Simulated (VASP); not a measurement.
# Ag4W3 (Pm-3m) in VASP: relaxation of cell and atoms with PBE

Aim: the relaxation of cell and atoms of Ag4W3 with PBE.

All numbers are computed with VASP 6.6.1; they aren't measurements. Logs are shortened: lines on timing, memory, paths and dates and some standing lists are left out, and cuts for length are marked.

## 1. The cell of the first run

Symmetry: Pm-3m, No. 221, cubic system. Conventional cell: a = 5.300 Å, b = 5.300 Å, c = 5.300 Å, α = 90.00°, β = 90.00°, γ = 90.00°. Within 3.5 Å of Ag (site symmetry 4/mmm) lie 4 W at 2.65 Å. Ag (site symmetry m-3m) has 6 W at 2.65 Å within 3.5 Å. W (site symmetry 4/mmm) has 6 Ag at 2.65 Å within 3.5 Å.

The cell was generated, and may not be a known phase.

## 2. Relaxation of cell and atoms, PBE

Input file INCAR:

```
SYSTEM = Ag4W3
PREC = Accurate
ENCUT = 600
EDIFF = 1E-7
ISMEAR = 0
SIGMA = 0.1
LREAL = .FALSE.
LASPH = .TRUE.
NELM = 80
ALGO = Fast
ISIF = 3
LWAVE = .FALSE.
LCHARG = .FALSE.
GGA = PE
IBRION = 2
NSW = 100
EDIFFG = -0.01
```

Input file KPOINTS:

```
regular mesh
0
G
  8 8 8
  0 0 0
```

Input file POSCAR:

```
Ag4W3
1.0
    5.2999429156      0.0000000000      0.0000000000
    0.0000000000      5.2999429156      0.0000000000
    0.0000000000      0.0000000000      5.2999429156
Ag W
4 3
Direct
    0.0000000000      0.5000000000      0.5000000000
    0.5000000000      0.0000000000      0.5000000000
    0.5000000000      0.5000000000      0.0000000000
    0.0000000000      0.0000000000      0.0000000000
    0.5000000000      0.0000000000      0.0000000000
    0.0000000000      0.5000000000      0.0000000000
    0.0000000000      0.0000000000      0.5000000000
```

Potentials or basis: VASP PAW PBE potentials, release 64 (Ag, W_sv).

Started as:

```
$ cat potpaw_PBE.64/Ag/POTCAR potpaw_PBE.64/W_sv/POTCAR > POTCAR
$ mpirun -np 1 vasp_std > vasp.out
```

OUTCAR:

```text
SYSTEM = Ag4W3
   PREC = Accurate
   ENCUT = 600
   EDIFF = 1E-7
   ISMEAR = 0
   LREAL = .FALSE.
   LASPH = .TRUE.
   NELM = 80
   ISIF = 3
   GGA = PE
   IBRION = 2
   NSW = 100
   EDIFFG = -0.01

 ion  position               nearest neighbor table
   1  0.000  0.500  0.500-   6 2.65   7 2.65   6 2.65   7 2.65
   2  0.500  0.000  0.500-   5 2.65   7 2.65   5 2.65   7 2.65
   3  0.500  0.500  0.000-   5 2.65   6 2.65   5 2.65   6 2.65
   4  0.000  0.000  0.000-   5 2.65   6 2.65   7 2.65   7 2.65   6 2.65   5 2.65
   5  0.500  0.000  0.000-   2 2.65   3 2.65   4 2.65   2 2.65   3 2.65   4 2.65
   6  0.000  0.500  0.000-   1 2.65   3 2.65   4 2.65   1 2.65   4 2.65   3 2.65
   7  0.000  0.000  0.500-   1 2.65   2 2.65   4 2.65   4 2.65   1 2.65   2 2.65

  LATTYP: Found a simple cubic cell.
 ALAT       =     5.2999429156

  Lattice vectors:

 A1 = (   5.2999429156,   0.0000000000,   0.0000000000)
 A2 = (   0.0000000000,   5.2999429156,   0.0000000000)
 A3 = (   0.0000000000,   0.0000000000,   5.2999429156)

Analysis of symmetry for initial positions (statically):
=====================================================================
 Subroutine PRICEL returns:
 Original cell was already a primitive cell.

 Routine SETGRP: Setting up the symmetry group for a
 simple cubic supercell.

 Subroutine GETGRP returns: Found 48 space group operations
 (whereof 48 operations were pure point group operations)
 out of a pool of 48 trial point group operations.

The static configuration has the point symmetry O_h .

Analysis of symmetry for dynamics (positions and initial velocities):
=====================================================================
 Subroutine PRICEL returns:
 Original cell was already a primitive cell.

 Routine SETGRP: Setting up the symmetry group for a
 simple cubic supercell.

 Subroutine GETGRP returns: Found 48 space group operations
 (whereof 48 operations were pure point group operations)
 out of a pool of 48 trial point group operations.

The dynamic configuration has the point symmetry O_h .

 Subroutine INISYM returns: Found 48 space group operations
 (whereof 48 operations are pure point group operations),
 and found     1 'primitive' translations

----------------------------------------------------------------------------------------

                                     Primitive cell

  volume of cell :     148.8722

  direct lattice vectors                    reciprocal lattice vectors
     5.299942916  0.000000000  0.000000000     0.188681278  0.000000000  0.000000000
     0.000000000  5.299942916  0.000000000     0.000000000  0.188681278  0.000000000
     0.000000000  0.000000000  5.299942916     0.000000000  0.000000000  0.188681278

  length of vectors
     5.299942916  5.299942916  5.299942916     0.188681278  0.188681278  0.188681278

  position of ions in fractional coordinates (direct lattice)
     0.000000000  0.500000000  0.500000000
     0.500000000  0.000000000  0.500000000
     0.500000000  0.500000000  0.000000000
     0.000000000  0.000000000  0.000000000
     0.500000000  0.000000000  0.000000000
     0.000000000  0.500000000  0.000000000
     0.000000000  0.000000000  0.500000000

  ion indices of the primitive-cell ions
   primitive index   ion index
                 1           1
                 2           2
                 3           3
                 4           4
                 5           5
                 6           6
                 7           7

----------------------------------------------------------------------------------------

 KPOINTS: regular mesh

Automatic generation of k-mesh.
 Grid dimensions read from file:
 generate k-points for:    8    8    8

 Generating k-lattice:

  Cartesian coordinates                     Fractional coordinates (reciprocal lattice)
     0.023585160  0.000000000  0.000000000     0.125000000  0.000000000  0.000000000
     0.000000000  0.023585160  0.000000000     0.000000000  0.125000000  0.000000000
     0.000000000  0.000000000  0.023585160     0.000000000  0.000000000  0.125000000

  Length of vectors
     0.023585160  0.023585160  0.023585160

  Shift w.r.t. Gamma in fractional coordinates (k-lattice)
     0.000000000  0.000000000  0.000000000

 Subroutine IBZKPT returns following result:
 ===========================================

 Found     35 irreducible k-points:

 Following reciprocal coordinates:
            Coordinates               Weight
  0.000000  0.000000  0.000000      1.000000
  0.125000  0.000000  0.000000      6.000000
  0.250000  0.000000  0.000000      6.000000
  0.375000  0.000000  0.000000      6.000000
  0.500000  0.000000  0.000000      3.000000
  0.125000  0.125000  0.000000     12.000000
[... 16 lines left out ...]
  0.375000  0.375000  0.125000     24.000000
  0.500000  0.375000  0.125000     24.000000
 [... further k-points ...]
   k-points           NKPTS =     35   k-points in BZ     NKDIM =     35   number of bands    NBANDS=     51
   number of dos      NEDOS =    301   number of ions     NIONS =      7
   total plane-waves  NPLWV =  74088
   dimension x,y,z NGX =    42 NGY =   42 NGZ =   42
   dimension x,y,z NGXF=    84 NGYF=   84 NGZF=   84
   ions per type =               4   3
   NGX,Y,Z   is equivalent  to a cutoff of  13.17, 13.17, 13.17 a.u.
   NGXF,Y,Z  is equivalent  to a cutoff of  26.35, 26.35, 26.35 a.u.
 SYSTEM =  Ag4W3
   PREC   = accura    normal or accurate (medium, high low for compatibility)
   ISTART =      0    job   : 0-new  1-cont  2-samecut
   ICHARG =      2    charge: 1-file 2-atom 10-const
   ISPIN  =      1    spin polarized calculation?
   LNONCOLLINEAR =      F non collinear calculations
   LSORBIT =      F    spin-orbit coupling
   LASPH  =      T    aspherical Exc in radial PAW
   ENCUT  =  600.0 eV  44.10 Ry    6.64 a.u.  10.59 10.59 10.59*2*pi/ulx,y,z
   NELM   =     80;   NELMIN=  2; NELMDL= -5     # of ELM steps
   EDIFF  = 0.1E-06   stopping-criterion for ELM
   LREAL  =      F    real-space projection
   EDIFFG = -.1E-01   stopping-criterion for IOM
   NSW    =    100    number of steps for IOM
   IBRION =      2    ionic relax: 0-MD 1-quasi-New 2-CG
   NFREE  =      1    steps in history (QN), initial steepest desc. (CG)
   ISIF   =      3    stress and relaxation
   ISYM   =      2    0-nonsym 1-usesym 2-fastsym
   POTIM  = 0.5000    time-step for ionic-motion
   TEBEG  =    0.0;   TEEND  =   0.0 temperature during run
   PSTRESS=    0.0 pullay stress
   NELECT =      86.0000    total number of electrons
   NUPDOWN=      -1.0000    fix difference up-down
   EMIN   =  10.00;   EMAX   =-10.00  energy-range for DOS
   EFERMI =   0.00;   METHOD = LEGACY
   ISMEAR =     0;   SIGMA  =   0.10  broadening in eV -4-tet -1-fermi 0-gaus
   EFERMI_NEDOS =   21; number of points for ismear=-14 and -15
   IALGO  =     68    algorithm
   IMIX   =      4    mixing-type and parameters
     AMIX     =   0.40;   BMIX     =  1.00
     AMIX_MAG =   1.60;   BMIX_MAG =  1.00
  volume/ion in A,a.u.               =      21.27       143.52
  Fermi-wavevector in a.u.,A,eV,Ry     =   1.363441  2.576531 25.292853  1.858972
  Thomas-Fermi vector in A             =   2.489844
   LORBIT       =      0    0 simple, 1 ext, 2 COOP (PROOUT), +10 PAW based schemes
   GGA     = PE    functional components
   LHFCALC =     F    Hartree Fock is set to
   AEXX    =    0.0000 exact exchange contribution
   IVDW    =     0    specifies the selected vdW correction
   LEPSILON=     F    determine dielectric tensor
   LRPA    =     F    only Hartree local field effects (RPA)
 conjugate gradient relaxation of ions
 non-spin polarized calculation
 RMM-DIIS sequential band-by-band and
 Gauss-broadening in eV      SIGMA  =   0.10
  energy-cutoff  :      600.00
  volume of cell :      148.87
 maximum number of plane-waves:      4985
   NGX = 21   NGY = 21   NGZ = 21

--------------------------------------- Ionic step        1  -------------------------------------------

 number of electron      85.9999968 magnetization

 Free energy of the ion-electron system (eV)
  ---------------------------------------------------
  ext. energy  EPLUGINS =         0.00000000
  ---------------------------------------------------
  free energy    TOTEN  =       -35.19844905 eV

  energy without entropy =      -35.14574098  energy(sigma->0) =      -35.17209502

------------------------ aborting loop because EDIFF is reached ----------------------------------------

  FORCE on cell =-STRESS in cart. coord.  units (eV):
  Direction    XX          YY          ZZ          XY          YZ          ZX
  --------------------------------------------------------------------------------------
  -------------------------------------------------------------------------------------
  Total        0.8343305      0.8343305      0.8343305     -0.0000000     -0.0000000      0.0000000
  in kB        8.9791484      8.9791484      8.9791484     -0.0000000     -0.0000000      0.0000000
  external PRESSURE =       8.9791484 kB  Pullay stress =       0.0000000 kB
[... 67 lines left out ...]
  energy  without entropy=      -35.1433334617  energy(sigma->0) =      -35.17000503

--------------------------------------- Ionic step        3  -------------------------------------------

 number of electron      85.9999966 magnetization

 Free energy of the ion-electron system (eV)
  ---------------------------------------------------
  ext. energy  EPLUGINS =         0.00000000
  ---------------------------------------------------
  free energy    TOTEN  =       -35.20160061 eV

  energy without entropy =      -35.14862150  energy(sigma->0) =      -35.17511105

 E-fermi :   6.3919     XC(G=0): -11.2071

 val. band max:        6.3861533522   @ k =   0.3750   0.3750   0.1250
 cond. band min:       6.3957248952   @ k =   0.3750   0.1250   0.1250
 fundamental gap:      0.0095715430
 Fermi energy:         6.3919168972

 k-point     1 :       0.0000    0.0000    0.0000
  band No.  band energies     occupation
      1     -68.1211      2.00000
      2     -68.1195      2.00000
      3     -68.1195      2.00000
      4     -32.2899      2.00000
      5     -32.2899      2.00000
      6     -32.2899      2.00000
[... 1285 lines left out ...]
     50       7.5928      0.00000
     51       7.6838      0.00000

 [... further k-points ...]
[... 5 lines left out ...]
  --------------------------------------------------------------------------------------
  -------------------------------------------------------------------------------------
  Total        0.0002680      0.0002680      0.0002680      0.0000000     -0.0000000      0.0000000
  in kB        0.0028628      0.0028628      0.0028628      0.0000000     -0.0000000      0.0000000
  external PRESSURE =       0.0028628 kB  Pullay stress =       0.0000000 kB
[... 22 lines left out ...]
  FREE ENERGIE OF THE ION-ELECTRON SYSTEM (eV)
  ---------------------------------------------------
  free  energy   TOTEN  =       -35.2016006081 eV

  energy  without entropy=      -35.1486214988  energy(sigma->0) =      -35.17511105

 reached required accuracy - stopping structural energy minimisation
```

It took 7.4 min on 1 thread of Intel Xeon 6975P-C (Granite Rapids), shared host; peak memory 0.44 GiB.

Results:

```yaml
Free_energy: -35.2016 eV
Relaxed_volume: 21.43 Å³/atom
Relaxed_cell: a = 5.313 Å, b = 5.313 Å, c = 5.313 Å, α = 90.00°, β = 90.00°, γ = 90.00°
Space_group_after_relaxing_to_0.1_Å: Pm-3m (No. 221)
Energy_gained_by_relaxing: 0.5 meV/atom
Ionic_steps: 3
Pressure_after_relaxing: 0.0 GPa
Band_gap_on_the_k_mesh: zero (bands 43 and 44 overlap by 1.84 eV)
```

The path:
```tsv
step	energy change (eV)	largest force (eV/Å)	pressure (GPa)	volume (Å³)
1	0.0000	0.0000	0.90	148.87
2	0.0018	0.0000	-1.08	151.46
3	-0.0032	0.0000	0.00	150.01
```

Final structure:
```
Ag W
1.0
     5.31343    0.00000    0.00000
     0.00000    5.31343    0.00000
     0.00000    0.00000    5.31343
Ag W
4 3
Direct
  0.00000 0.50000 0.50000
  0.50000 0.00000 0.50000
  0.50000 0.50000 0.00000
  0.00000 0.00000 0.00000
  0.50000 0.00000 0.00000
  0.00000 0.50000 0.00000
  0.00000 0.00000 0.50000
```

Caveat: spin-orbit coupling is left out, which moves the levels of the heavy elements.
